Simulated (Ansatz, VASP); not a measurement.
**Two plane-wave programs on PbO**

INCAR

```
AGGAC = 1.0 ; AGGAX = 1.0
ALDAC = 0.0 ; ALDAX = 1.0
ALGO = Normal ; EDIFF = 1E-6
ENCUT = 600 ; GGA = B5
GGA_COMPAT = False ; ISIF = 2
ISMEAR = -1 ; LASPH = True
LCHARG = False ; LREAL = False
LWAVE = False ; NBANDS = 28
NELM = 120 ; PREC = Accurate
SIGMA = 0.05
```

The input KPOINTS:

```
k-points
0
Gamma
  7 7 6
```

POSCAR

```
PbO
1.0
    3.9360744706      0.0000000000      0.0000000000
    0.0000000000      3.9360744706      0.0000000000
    0.0000000000      0.0000000000      4.9422889970
Pb O
2 2
Direct
    0.5000000000      0.0000000000      0.7600000000
    0.0000000000      0.5000000000      0.2400000000
    0.5000000000      0.5000000000      0.0000000000
    0.0000000000      0.0000000000      0.0000000000
```

Contents of input.yaml:

```yaml
crystal:
  lattice:
    - [3.9360744706, 0.0, 0.0]
    - [0.0, 3.9360744706, 0.0]
    - [0.0, 0.0, 4.942288997]
  atoms:
    - { symbol: Pb, position: [0.5, 0.0, 0.76] }
    - { symbol: Pb, position: [0.0, 0.5, 0.24] }
    - { symbol: O, position: [0.5, 0.5, 0.0] }
    - { symbol: O, position: [0.0, 0.0, 0.0] }
hamiltonian:
  xc: blyp
  pseudopotentials: { kind: paw }
kpoints:
  mp_grid: { grid: [7, 7, 6] }
scf:
  occupations: { method: fermi_dirac, width: 0.05 }
output:
  forces: true
  stress: true
  eigenvalues: true
  write_density: true
  write_potential: true
  elf: true
  volumetric_format: npy
```

Alike in both runs: task single point; functional BLYP; k mesh 7 × 7 × 6; occupations fermi-dirac, width 0.05 eV; no spin polarisation.

|  | VASP | Ansatz |
| --- | --- | --- |
| version | VASP 6.6.1 | Ansatz 0.2.0 |
| potentials or method | VASP PAW PBE potentials, release 64 (Pb_d, O) | Ansatz PAW |
| plane-wave cutoff (eV) | 600 | 420 |
| valence electrons in the cell | 40 | 40 |

```csv
,VASP,Ansatz,Ansatz less VASP
gap on the k mesh at the Fermi level (eV),1.46,1.47,+0.014
least direct gap on the mesh (eV),2.54,2.56,+0.018
pressure (GPa),11.3,11.0,-0.32
"traceless stress, the component that is largest in VASP (GPa)",-1.75,-1.77,-0.011
rms of the force components (eV/Å),0.371,0.336,-0.0353
```

VASP's potentials were made for PBE, not for BLYP. Atom by atom the forces differ by 0.035 eV/Å (rms over components).

Neither program's run includes spin-orbit coupling. Noted on Ansatz's run: odd divisions of the mesh miss points on the zone boundary, where band edges often lie, so the gap on the mesh can be too wide.
